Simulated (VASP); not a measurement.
# ZnAg (Pm-3m) in VASP: further runs, part 2 of 2

VASP 6.6.1. The steps go on from the part before.

### 5 Single point, LDA (volume scaled by 1.06)

File INCAR:

```
ALGO     = Normal         # electronic algorithm
EDIFF    = 1E-6           # SCF threshold, eV
ENCUT    = 520            # plane-wave cutoff, eV
GGA      = CA             # functional
ISIF     = 2              # what is computed and relaxed
ISMEAR   = -1             # smearing method
LASPH    = T              # aspherical terms in the spheres
LCHARG   = F              # write CHGCAR
LREAL    = F              # projectors in reciprocal space
LWAVE    = F              # write WAVECAR
NBANDS   = 18             # bands
NELM     = 60             # most SCF steps
PREC     = Accurate       # precision mode
SIGMA    = 0.03           # smearing width, eV
```

File KPOINTS:

```
k-points
0
Gamma
  12 12 12
```

File POSCAR:

```
ZnAg
1.0
    3.2178980676      0.0000000000      0.0000000000
    0.0000000000      3.2178980676      0.0000000000
    0.0000000000      0.0000000000      3.2178980676
Zn Ag
1 1
Direct
    0.5000000000      0.5000000000      0.5000000000
    0.0000000000      0.0000000000      0.0000000000
```

Potentials or basis: VASP PAW LDA potentials, release 64 (Zn, Ag).

Started as:

```sh
cat potpaw_LDA.64/Zn/POTCAR potpaw_LDA.64/Ag/POTCAR > POTCAR
mpirun -np 1 vasp_std > vasp.out
```

OUTCAR:

```text
EDIFF = 1E-6
   ENCUT = 520
   GGA = CA
   ISIF = 2
   ISMEAR = -1
   LASPH = T
   LREAL = F
   NELM = 60
   PREC = Accurate

 ion  position               nearest neighbor table
   1  0.500  0.500  0.500-   2 2.79   2 2.79   2 2.79   2 2.79   2 2.79   2 2.79   2 2.79   2 2.79

   2  0.000  0.000  0.000-   1 2.79   1 2.79   1 2.79   1 2.79   1 2.79   1 2.79   1 2.79   1 2.79

  LATTYP: Found a simple cubic cell.
 ALAT       =     3.2178980676

  Lattice vectors:

 A1 = (   3.2178980676,   0.0000000000,   0.0000000000)
 A2 = (   0.0000000000,   3.2178980676,   0.0000000000)
 A3 = (   0.0000000000,   0.0000000000,   3.2178980676)

Analysis of symmetry for initial positions (statically):
=====================================================================
 Subroutine PRICEL returns:
 Original cell was already a primitive cell.

 Routine SETGRP: Setting up the symmetry group for a
 simple cubic supercell.

 Subroutine GETGRP returns: Found 48 space group operations
 (whereof 48 operations were pure point group operations)
 out of a pool of 48 trial point group operations.

The static configuration has the point symmetry O_h .

Analysis of symmetry for dynamics (positions and initial velocities):
=====================================================================
 Subroutine PRICEL returns:
 Original cell was already a primitive cell.

 Routine SETGRP: Setting up the symmetry group for a
 simple cubic supercell.

 Subroutine GETGRP returns: Found 48 space group operations
 (whereof 48 operations were pure point group operations)
 out of a pool of 48 trial point group operations.

The dynamic configuration has the point symmetry O_h .

 Subroutine INISYM returns: Found 48 space group operations
 (whereof 48 operations are pure point group operations),
 and found     1 'primitive' translations

----------------------------------------------------------------------------------------

                                     Primitive cell

  volume of cell :      33.3209

  direct lattice vectors                    reciprocal lattice vectors
     3.217898068  0.000000000  0.000000000     0.310761863  0.000000000  0.000000000
     0.000000000  3.217898068  0.000000000     0.000000000  0.310761863  0.000000000
     0.000000000  0.000000000  3.217898068     0.000000000  0.000000000  0.310761863

  length of vectors
     3.217898068  3.217898068  3.217898068     0.310761863  0.310761863  0.310761863

  position of ions in fractional coordinates (direct lattice)
     0.500000000  0.500000000  0.500000000
     0.000000000  0.000000000  0.000000000

  ion indices of the primitive-cell ions
   primitive index   ion index
                 1           1
                 2           2

----------------------------------------------------------------------------------------

 KPOINTS: k-points

Automatic generation of k-mesh.
 Grid dimensions read from file:
 generate k-points for:   12   12   12

 Generating k-lattice:

  Cartesian coordinates                     Fractional coordinates (reciprocal lattice)
     0.025896822  0.000000000  0.000000000     0.083333333  0.000000000  0.000000000
     0.000000000  0.025896822  0.000000000     0.000000000  0.083333333  0.000000000
     0.000000000  0.000000000  0.025896822     0.000000000  0.000000000  0.083333333

  Length of vectors
     0.025896822  0.025896822  0.025896822

  Shift w.r.t. Gamma in fractional coordinates (k-lattice)
     0.000000000  0.000000000  0.000000000

 Subroutine IBZKPT returns following result:
 ===========================================

 Found     84 irreducible k-points:

 Following reciprocal coordinates:
            Coordinates               Weight
  0.000000  0.000000  0.000000      1.000000
  0.083333  0.000000  0.000000      6.000000
  0.166667  0.000000  0.000000      6.000000
  0.250000  0.000000  0.000000      6.000000
  0.333333  0.000000  0.000000      6.000000
  0.416667  0.000000  0.000000      6.000000
[... 16 lines left out ...]
  0.333333  0.333333  0.000000     12.000000
  0.416667  0.333333  0.000000     24.000000
 [... further k-points ...]
   k-points           NKPTS =     84   k-points in BZ     NKDIM =     84   number of bands    NBANDS=     18
   number of dos      NEDOS =    301   number of ions     NIONS =      2
   total plane-waves  NPLWV =  13824
   dimension x,y,z NGX =    24 NGY =   24 NGZ =   24
   dimension x,y,z NGXF=    48 NGYF=   48 NGZF=   48
   ions per type =               1   1
   NGX,Y,Z   is equivalent  to a cutoff of  12.40, 12.40, 12.40 a.u.
   NGXF,Y,Z  is equivalent  to a cutoff of  24.80, 24.80, 24.80 a.u.
 SYSTEM =  unknown system
   PREC   = accura    normal or accurate (medium, high low for compatibility)
   ISTART =      0    job   : 0-new  1-cont  2-samecut
   ICHARG =      2    charge: 1-file 2-atom 10-const
   ISPIN  =      1    spin polarized calculation?
   LNONCOLLINEAR =      F non collinear calculations
   LSORBIT =      F    spin-orbit coupling
   LASPH  =      T    aspherical Exc in radial PAW
   ENCUT  =  520.0 eV  38.22 Ry    6.18 a.u.   5.98  5.98  5.98*2*pi/ulx,y,z
   NELM   =     60;   NELMIN=  2; NELMDL= -5     # of ELM steps
   EDIFF  = 0.1E-05   stopping-criterion for ELM
   LREAL  =      F    real-space projection
   EDIFFG = 0.1E-04   stopping-criterion for IOM
   NSW    =      0    number of steps for IOM
   IBRION =     -1    ionic relax: 0-MD 1-quasi-New 2-CG
   NFREE  =      0    steps in history (QN), initial steepest desc. (CG)
   ISIF   =      2    stress and relaxation
   ISYM   =      2    0-nonsym 1-usesym 2-fastsym
   POTIM  = 0.5000    time-step for ionic-motion
   TEBEG  =    0.0;   TEEND  =   0.0 temperature during run
   PSTRESS=    0.0 pullay stress
   NELECT =      23.0000    total number of electrons
   NUPDOWN=      -1.0000    fix difference up-down
   EMIN   =  10.00;   EMAX   =-10.00  energy-range for DOS
   EFERMI =   0.00;   METHOD = LEGACY
   ISMEAR =    -1;   SIGMA  =   0.03  broadening in eV -4-tet -1-fermi 0-gaus
   EFERMI_NEDOS =   21; number of points for ismear=-14 and -15
   IALGO  =     38    algorithm
   IMIX   =      4    mixing-type and parameters
     AMIX     =   0.40;   BMIX     =  1.00
     AMIX_MAG =   1.60;   BMIX_MAG =  1.00
  volume/ion in A,a.u.               =      16.66       112.43
  Fermi-wavevector in a.u.,A,eV,Ry     =   1.446811  2.734077 28.480563  2.093262
  Thomas-Fermi vector in A             =   2.564837
   LORBIT       =      0    0 simple, 1 ext, 2 COOP (PROOUT), +10 PAW based schemes
   GGA     = CA    functional components
   LHFCALC =     F    Hartree Fock is set to
   AEXX    =    0.0000 exact exchange contribution
   IVDW    =     0    specifies the selected vdW correction
   LEPSILON=     F    determine dielectric tensor
   LRPA    =     F    only Hartree local field effects (RPA)
 non-spin polarized calculation
  energy-cutoff  :      520.00
  volume of cell :       33.32
 maximum number of plane-waves:       922
 NGX is ok and might be reduce to    24
   NGX = 11   NGY = 11   NGZ = 11

 number of electron      23.0000022 magnetization

 Free energy of the ion-electron system (eV)
  ---------------------------------------------------
  ext. energy  EPLUGINS =         0.00000000
  ---------------------------------------------------
  free energy    TOTEN  =        -5.61723665 eV

  energy without entropy =       -5.61574245  energy(sigma->0) =       -5.61648955

 E-fermi :   5.4559     XC(G=0): -12.0916

 val. band max:        5.4367989488   @ k =   0.5000   0.4167   0.2500
 cond. band min:       5.5427791792   @ k =   0.3333   0.2500   0.0000
 fundamental gap:      0.1059802304
 Fermi energy:         5.4559252817

 k-point     1 :       0.0000    0.0000    0.0000
  band No.  band energies     occupation
      1      -3.5536      2.00000
      2      -2.2729      2.00000
      3      -2.2729      2.00000
      4      -1.7965      2.00000
      5      -1.7965      2.00000
      6      -1.7965      2.00000
[... 10 lines left out ...]
     17      16.3050      0.00000
     18      24.4343      0.00000

 k-point     2 :       0.0833    0.0000    0.0000
  band No.  band energies     occupation
      1      -3.4441      2.00000
      2      -2.2561      2.00000
      3      -2.2470      2.00000
      4      -1.7989      2.00000
      5      -1.7989      2.00000
      6      -1.7895      2.00000
[... 10 lines left out ...]
     17      17.0639      0.00000
     18      23.8819      0.00000
[... 442 lines left out ...]
 k-point    24 :       0.4167    0.3333    0.0000
  band No.  band energies     occupation
      1      -2.2371      2.00000
      2      -2.1724      2.00000
      3      -1.9833      2.00000
      4      -1.9247      2.00000
      5      -1.6636      2.00000
      6      -0.5919      2.00000
[... 10 lines left out ...]
     17      18.9629      0.00000
     18      19.0052      0.00000

 [... further k-points ...]
[... 5 lines left out ...]
  --------------------------------------------------------------------------------------
  -------------------------------------------------------------------------------------
  Total       -2.4550951     -2.4550951     -2.4550951     -0.0000000      0.0000000     -0.0000000
  in kB     -118.0489282   -118.0489282   -118.0489282     -0.0000000      0.0000000     -0.0000000
  external PRESSURE =    -118.0489282 kB  Pullay stress =       0.0000000 kB

 VOLUME and BASIS-vectors are now :
 -----------------------------------------------------------------------------
  energy-cutoff  :      520.00
  volume of cell :       33.32
      direct lattice vectors                 reciprocal lattice vectors
     3.217898068  0.000000000  0.000000000     0.310761863  0.000000000  0.000000000
     0.000000000  3.217898068  0.000000000     0.000000000  0.310761863  0.000000000
     0.000000000  0.000000000  3.217898068     0.000000000  0.000000000  0.310761863

 POSITION                                       TOTAL-FORCE (eV/Angst)
 -----------------------------------------------------------------------------------
      1.60895      1.60895      1.60895         0.000000      0.000000      0.000000
      0.00000      0.00000      0.00000         0.000000      0.000000      0.000000
 -----------------------------------------------------------------------------------
    total drift:                                0.000000      0.000000     -0.000000

  FREE ENERGIE OF THE ION-ELECTRON SYSTEM (eV)
  ---------------------------------------------------
  free  energy   TOTEN  =        -5.6172366506 eV

  energy  without entropy=       -5.6157424468  energy(sigma->0) =       -5.61648955
```

Run time: 20 s. Hardware: 1 thread of Intel Xeon Platinum 8259CL at 2.50GHz (Skylake/Cascade Lake), shared host; peak memory 0.16 GiB.

Results:

```yaml
Free_energy: -5.6172 eV
Pressure: -11.8 GPa
```

Levels at points of the mesh, in eV from the Fermi level:
```csv
k point,band 10,band 11,band 12,band 13,band 14,band 15
"(0.00, 0.00, 0.00)",-4.19,-4.19,5.17,5.17,5.17,9.38
"(0.50, 0.00, 0.00)",-4.90,-4.30,-2.56,9.97,9.97,10.86
"(0.50, 0.50, 0.00)",-3.84,-1.39,-1.39,1.11,1.99,10.29
"(0.50, 0.50, 0.50)",-3.82,1.34,4.03,4.03,4.03,4.56
```

### 6 The runs side by side

| cell | gap on the mesh (eV) | pressure (GPa) |
| --- | --- | --- |
| a = 3.113 Å, 2 atoms | none | -3.6 |
| a = 3.145 Å, 2 atoms | none | -6.7 |
| a = 3.177 Å, 2 atoms | none | -9.2 |
| a = 3.218 Å, 2 atoms | none | -11.8 |

Alike in all rows: task single point; level LDA; potentials or basis VASP PAW LDA potentials, release 64 (Zn, Ag); no spin polarisation; k mesh 12 × 12 × 12; cutoff (eV) 520; smearing fermi-dirac 0.03 eV.

Total energies depend on the potentials used, so only differences within one code and one set of settings carry meaning.
